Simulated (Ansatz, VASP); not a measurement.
# One calculation of Zr2HS4, two programs

File INCAR:

```
  PREC = Accurate
  ENCUT = 400
  EDIFF = 1E-6
  ISMEAR = 0
  SIGMA = 0.05
  LREAL = False
  LASPH = True
  NELM = 120
  ALGO = Normal
  ISIF = 2
  LWAVE = False
  LCHARG = True
  LDIPOL = True
  IDIPOL = 3
  DIPOL = 0.5 0.5 0.289
  GGA = PE
  IVDW = 12
  LELF = True
  LVHAR = True
  LVACPOTAV = True
  NBANDS = 62
  GGA_COMPAT = False
  NELMDL = -8
```

The input KPOINTS:

```
regular mesh
0
Gamma
  6 6 1
```

POSCAR

```
Zr2HS4
1.0
    7.2976778227      0.0000000000      0.0000000000
   -3.6488389114      6.3199743831      0.0000000000
    0.0000000000      0.0000000000     20.9171506047
S Zr H
8 4 2
Direct
    0.3333333333      0.1666666667      0.1912306354
    0.3333333333      0.6666666667      0.1912306354
    0.8333333333      0.1666666667      0.1912306354
    0.8333333333      0.6666666667      0.1912306354
    0.1666666667      0.3333333333      0.3306927762
    0.1666666667      0.8333333333      0.3306927762
    0.6666666667      0.3333333333      0.3306927762
    0.6666666667      0.8333333333      0.3306927762
    0.0000000000      0.0000000000      0.2609617058
    0.0000000000      0.5000000000      0.2609617058
    0.5000000000      0.0000000000      0.2609617058
    0.5000000000      0.5000000000      0.2609617058
    0.2866163718      0.7133836282      0.4549926892
    0.3800502948      0.6199497052      0.4549926892
```

Input for Ansatz:

```yaml
crystal:
  lattice:
    - [7.2976778227, 0.0, 0.0]
    - [-3.6488389114, 6.3199743831, 0.0]
    - [0.0, 0.0, 20.9171506047]
  atoms:
    - { symbol: S, position: [0.3333333333, 0.1666666667, 0.1912306354] }
    - { symbol: S, position: [0.3333333333, 0.6666666667, 0.1912306354] }
    - { symbol: S, position: [0.8333333333, 0.1666666667, 0.1912306354] }
    - { symbol: S, position: [0.8333333333, 0.6666666667, 0.1912306354] }
    - { symbol: Zr, position: [0.0, 0.0, 0.2609617058] }
    - { symbol: Zr, position: [0.0, 0.5, 0.2609617058] }
    - { symbol: Zr, position: [0.5, 0.0, 0.2609617058] }
    - { symbol: Zr, position: [0.5, 0.5, 0.2609617058] }
    - { symbol: S, position: [0.1666666667, 0.3333333333, 0.3306927762] }
    - { symbol: S, position: [0.1666666667, 0.8333333333, 0.3306927762] }
    - { symbol: S, position: [0.6666666667, 0.3333333333, 0.3306927762] }
    - { symbol: S, position: [0.6666666667, 0.8333333333, 0.3306927762] }
    - { symbol: H, position: [0.2866163718, 0.7133836282, 0.4549926892] }
    - { symbol: H, position: [0.3800502948, 0.6199497052, 0.4549926892] }
basis:
  ecutwfc: 420
kpoints:
  mp_grid: { grid: [6, 6, 1] }
hamiltonian:
  xc: pbe
  pseudopotentials: { kind: paw, azcp: { folder: soft_1 } }
  dispersion: d3bj
scf:
  occupations: { method: gaussian, width: 0.05 }
output:
  forces: true
  eigenvalues: true
efield:
  axis: 3
  dipole_correction: true
  ramp_width: 0.04
```

Alike in both runs: task single point; functional PBE; dispersion D3(BJ); k mesh 6 × 6 × 1; occupations gaussian, width 0.05 eV; no spin polarisation.

|  | VASP | Ansatz |
| --- | --- | --- |
| version | VASP 6.6.1 | Ansatz 0.2.0 |
| potentials or method | VASP PAW PBE potentials, release 64 (S, Zr_sv, H), cutoff 400 eV | scalar-relativistic, plane waves, PAW |
| valence electrons in the cell | 98 | 98 |

```tsv
	VASP	Ansatz	Ansatz less VASP
gap on the k mesh at the Fermi level (eV)	1.10	1.10	+0.003
least direct gap on the mesh (eV)	1.10	1.10	+0.003
rms of the force components (eV/Å)	1.010	1.009	-0.0015
```
